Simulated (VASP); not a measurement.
# SnGe2 (Fmmm) in VASP: further runs, part 3 of 3

VASP 6.6.1. The steps go on from the part before.

### Step 4. Relaxation of cell and atoms, PBE

Input file INCAR:

```
SYSTEM = SnGe2
PREC = Accurate ; ENCUT = 600
EDIFF = 1E-7 ; ISMEAR = 0
SIGMA = 0.1 ; LREAL = .FALSE.
LASPH = .TRUE. ; NELM = 80
ALGO = Normal ; ISIF = 3
LWAVE = .FALSE. ; LCHARG = .FALSE.
GGA = PE ; IBRION = 2
NSW = 90 ; EDIFFG = -0.04
```

Input file KPOINTS:

```
Automatic mesh
0
G
  6 6 6
  0 0 0
```

Input file POSCAR:

```
SnGe2
1.0
    0.0000000000      2.2628442300      6.7885327000
    2.1690839300      0.0000000000      6.7885327000
    2.1690839300      2.2628442300      0.0000000000
Sn Ge
1 2
Direct
    0.0000000000      0.0000000000      0.0000000000
    0.6666666700      0.6666666700      0.3333333300
    0.3333333300      0.3333333300      0.6666666700
```

Potentials or basis: VASP PAW PBE potentials, release 64 (Sn_d, Ge_d).

On the command line:

```sh
> cat potpaw_PBE.64/Sn_d/POTCAR potpaw_PBE.64/Ge_d/POTCAR > POTCAR
> mpirun -np 1 vasp_std > vasp.out
```

OUTCAR:

```text
SYSTEM = SnGe2
   PREC = Accurate
   ENCUT = 600
   EDIFF = 1E-7
   ISMEAR = 0
   LREAL = .FALSE.
   LASPH = .TRUE.
   NELM = 80
   ISIF = 3
   GGA = PE
   IBRION = 2
   NSW = 90
   EDIFFG = -0.04

 ion  position               nearest neighbor table
   1  0.000  0.000  0.000-   2 3.13   2 3.13   3 3.13   3 3.13   3 3.20   2 3.20   2 3.20   3 3.20

   2  0.667  0.667  0.333-   1 3.13   1 3.13   1 3.20   1 3.20
   3  0.333  0.333  0.667-   1 3.13   1 3.13   1 3.20   1 3.20

  LATTYP: Found a face centered orthorhombic cell.
 ALAT       =     4.3381678600
 B/A-ratio  =     1.0432257594
 C/A-ratio  =     3.1296772827

  Lattice vectors:

 A1 = (   0.0000000000,   2.2628442300,   6.7885327000)
 A2 = (   2.1690839300,   0.0000000000,   6.7885327000)
 A3 = (   2.1690839300,   2.2628442300,   0.0000000000)

Analysis of symmetry for initial positions (statically):
=====================================================================
 Subroutine PRICEL returns:
 Original cell was already a primitive cell.

 Routine SETGRP: Setting up the symmetry group for a
 face centered orthorhombic supercell.

 Subroutine GETGRP returns: Found  8 space group operations
 (whereof  8 operations were pure point group operations)
 out of a pool of  8 trial point group operations.

The static configuration has the point symmetry D_2h.

Analysis of symmetry for dynamics (positions and initial velocities):
=====================================================================
 Subroutine PRICEL returns:
 Original cell was already a primitive cell.

 Routine SETGRP: Setting up the symmetry group for a
 face centered orthorhombic supercell.

[... 144 lines left out ...]
   NGX = 29   NGY = 29   NGZ = 13

--------------------------------------- Ionic step        1  -------------------------------------------

 number of electron      41.9999998 magnetization

 Free energy of the ion-electron system (eV)
  ---------------------------------------------------
  ext. energy  EPLUGINS =         0.00000000
  ---------------------------------------------------
  free energy    TOTEN  =       -11.87232160 eV

  energy without entropy =      -11.86203558  energy(sigma->0) =      -11.86717859

------------------------ aborting loop because EDIFF is reached ----------------------------------------

  FORCE on cell =-STRESS in cart. coord.  units (eV):
  Direction    XX          YY          ZZ          XY          YZ          ZX
  --------------------------------------------------------------------------------------
  -------------------------------------------------------------------------------------
  Total        0.4755616      0.9196583     -0.1524555      0.0000000      0.0000000      0.0000000
  in kB       11.4335335     22.1105815     -3.6653615      0.0000000      0.0000000      0.0000000
  external PRESSURE =       9.9595845 kB  Pullay stress =       0.0000000 kB
[... 92 lines left out ...]
  FREE ENERGIE OF THE ION-ELECTRON SYSTEM (eV)
  ---------------------------------------------------
  free  energy   TOTEN  =       -11.9577581950 eV

  energy  without entropy=      -11.9494363879  energy(sigma->0) =      -11.95359729

[... ionic steps 4 to 11 ...]

--------------------------------------- Ionic step       12  -------------------------------------------

 number of electron      42.0000004 magnetization

------------------------ aborting loop because EDIFF is reached ----------------------------------------
[... 69 lines left out ...]
--------------------------------------- Ionic step       14  -------------------------------------------

 number of electron      42.0000006 magnetization

 Free energy of the ion-electron system (eV)
  ---------------------------------------------------
  ext. energy  EPLUGINS =         0.00000000
  ---------------------------------------------------
  free energy    TOTEN  =       -12.15767543 eV

  energy without entropy =      -12.14636416  energy(sigma->0) =      -12.15201979

 E-fermi :   7.0381     XC(G=0): -10.7702

 val. band max:        6.9825441902   @ k =  -0.3333   0.3333   0.1667
 cond. band min:       7.0484050703   @ k =  -0.3333   0.3333   0.3333
 fundamental gap:      0.0658608801
 Fermi energy:         7.0381104064

 k-point     1 :       0.0000    0.0000    0.0000
  band No.  band energies     occupation
      1     -17.7401      2.00000
      2     -17.7281      2.00000
      3     -17.7230      2.00000
      4     -17.7084      2.00000
      5     -17.6955      2.00000
      6     -17.6796      2.00000
[... 661 lines left out ...]
     24      10.4297      0.00000
     25      11.6916      0.00000

 [... further k-points ...]

------------------------ aborting loop because EDIFF is reached ----------------------------------------

  FORCE on cell =-STRESS in cart. coord.  units (eV):
  Direction    XX          YY          ZZ          XY          YZ          ZX
  --------------------------------------------------------------------------------------
  -------------------------------------------------------------------------------------
  Total       -0.0374609     -0.1059589      0.0713093      0.0000000      0.0000000      0.0000000
  in kB       -0.8986578     -2.5418737      1.7106572      0.0000000      0.0000000      0.0000000
  external PRESSURE =      -0.5766248 kB  Pullay stress =       0.0000000 kB
[... 18 lines left out ...]
  FREE ENERGIE OF THE ION-ELECTRON SYSTEM (eV)
  ---------------------------------------------------
  free  energy   TOTEN  =       -12.1576754287 eV

  energy  without entropy=      -12.1463641573  energy(sigma->0) =      -12.15201979

 reached required accuracy - stopping structural energy minimisation
```

OSZICAR:

```text
N       E                     dE             d eps       ncg     rms          rms(c)
DAV:   1     0.328191181137E+03    0.32819E+03   -0.23970E+04  2462   0.443E+03
DAV:   2     0.374903247283E+02   -0.29070E+03   -0.28808E+03  2308   0.701E+02
DAV:   3    -0.976446575262E+01   -0.47255E+02   -0.46780E+02  2683   0.204E+02
[... 146 lines left out ...]
DAV:   3    -0.121576538099E+02    0.12439E-01   -0.29038E-02  3176   0.280E+00    0.105E-01
DAV:   4    -0.121576924247E+02   -0.38615E-04   -0.56092E-03  2413   0.102E+00    0.544E-02
DAV:   5    -0.121576736246E+02    0.18800E-04   -0.22336E-04  3278   0.208E-01    0.216E-02
DAV:   6    -0.121576754890E+02   -0.18644E-05   -0.19348E-05  2676   0.485E-02    0.546E-03
DAV:   7    -0.121576754481E+02    0.40959E-07   -0.20641E-06  3127   0.198E-02    0.105E-03
DAV:   8    -0.121576754287E+02    0.19366E-07   -0.21217E-07  1476   0.723E-03
  14 F= -.12157675E+02 E0= -.12152020E+02  d E =-.524998E-02
```

CONTCAR:

```text
SnGe2
   1.00000000000000
     0.0000000000000002    2.4928888838679883    6.0565055044216294
     2.2117651612955940    0.0000000000000001    6.0565055044216294
     2.2117651612955940    2.4928888838679883    0.0000000000000000
  Sn              Ge
     1     2
Direct
     0.0000000000000000    0.0000000000000000    0.0000000000000000
     0.6820382547185615    0.6820382547185615    0.3179617452814383
     0.3179617452814383    0.3179617452814383    0.6820382547185615

  0.00000000E+00  0.00000000E+00  0.00000000E+00
  0.00000000E+00  0.00000000E+00  0.00000000E+00
  0.00000000E+00  0.00000000E+00  0.00000000E+00
```

It took 49 min on 1 thread of Intel Xeon 8259CL, shared host; peak memory 0.38 GiB.

Results:

```
Free energy                           : -12.1577 eV
Relaxed volume                        : 22.26 Å³/atom
Relaxed cell                          : a = 6.549 Å, b = 6.448 Å, c = 3.333 Å, α = 76.84°, β = 73.46°, γ = 29.70°
Space group after relaxing (to 0.1 Å) : Fmmm (No. 69)
Energy gained by relaxing             : 95.1 meV/atom
Ionic steps                           : 14
Pressure after relaxing               : -0.1 GPa
Largest force after relaxing          : 0.026 eV/Å
Band gap on the k mesh                : zero (bands 21 and 22 overlap by 4.54 eV)
```

Forces on the atoms (eV/Å):
```
Sn   0.000  0.000  0.000
Ge   0.000  0.000 -0.026
Ge   0.000  0.000  0.026
```

Stress tensor (GPa, compression positive):
```
-0.09  0.00  0.00
 0.00 -0.25  0.00
 0.00  0.00  0.17
```

Step by step:
```csv
step,energy change (eV),largest force (eV/Å),pressure (GPa),volume (Å³)
1,0.0000,0.5980,1.00,66.64
2,-0.0445,0.5046,-0.27,67.98
3,-0.0854,0.3447,-2.40,70.50
4,-0.1170,0.2923,-2.00,69.79
5,-0.2085,0.2008,-0.49,67.63
6,-0.1996,0.5032,4.07,63.21
7,-0.2594,0.0945,1.25,65.60
8,-0.2600,0.1509,1.50,65.32
9,-0.2630,0.3094,1.18,65.79
10,-0.2683,0.2516,1.31,65.58
11,-0.2794,0.1550,0.02,66.92
12,-0.2801,0.1205,-0.46,67.44
13,-0.2831,0.0894,-0.35,67.22
14,-0.2854,0.0261,-0.06,66.79
```

Final structure:
```yaml
crystal:
  lattice:
    - [0.00000, 2.49289, 6.05651]
    - [2.21177, 0.00000, 6.05651]
    - [2.21177, 2.49289, 0.00000]
  atoms:
    - { symbol: Sn, position: [0.00000, 0.00000, 0.00000] }
    - { symbol: Ge, position: [0.68204, 0.68204, 0.31796] }
    - { symbol: Ge, position: [0.31796, 0.31796, 0.68204] }
```

Levels at points of the mesh, in eV from the Fermi level:
```tsv
k point	band 17	band 18	band 19	band 20	band 21	band 22	band 23	band 24	band 25
(0.00, 0.00, 0.00)	-8.21	-7.81	0.72	1.17	1.84	2.00	2.61	3.39	5.84
(0.50, 0.00, 0.00)	-8.73	-6.98	-4.91	-1.91	-1.59	3.03	3.10	3.64	4.67
(0.50, 0.50, 0.00)	-10.55	-3.85	-2.59	0.25	1.38	3.54	4.99	5.21	5.48
(0.50, 0.00, 0.50)	-5.73	-4.83	-4.18	-3.32	-2.13	-0.90	-0.74	-0.51	0.13
(0.00, 0.50, 0.50)	-6.03	-4.70	-4.12	-3.97	-3.19	0.15	0.49	0.65	1.13
```

Caveat: the highest band is partly filled, so the run has too few bands; spin-orbit coupling is left out, which moves the levels of the heavy elements.

### Step 5. Summary

| task | cell | cutoff (eV) | gap on the mesh (eV) | pressure (GPa) | largest force (eV/Å) |
| --- | --- | --- | --- | --- | --- |
| single point | a = 7.156, b = 7.127, c = 3.135 Å, angles 77.8, 76.8, 25.4°, 3 atoms, atomic positions A | 520 | none | 0.9 | 0.60 |
| single point | a = 6.439, b = 6.359, c = 3.346 Å, angles 76.2, 73.5, 30.3°, 3 atoms, atomic positions B | 520 | none | 0.1 | 0.02 |
| relaxation of cell and atoms | relaxed from a = 7.156, b = 7.127, c = 3.135 Å, angles 77.8, 76.8, 25.4°, 3 atoms, atomic positions A | 600 | none | -0.1 | 0.03 |

Alike in all rows: level PBE; potentials or basis VASP PAW PBE potentials, release 64 (Sn_d, Ge_d); no spin polarisation; k mesh 6 × 6 × 6; smearing gaussian 0.1 eV.

Caveats: spin-orbit coupling is left out, which moves the levels of the heavy elements; the highest band is partly filled, so the run has too few bands (at least some runs).

Absolute energies hang on the potentials; compare differences alone.

The gap in the log of VASP goes by the Fermi energy; the results here count the filled bands.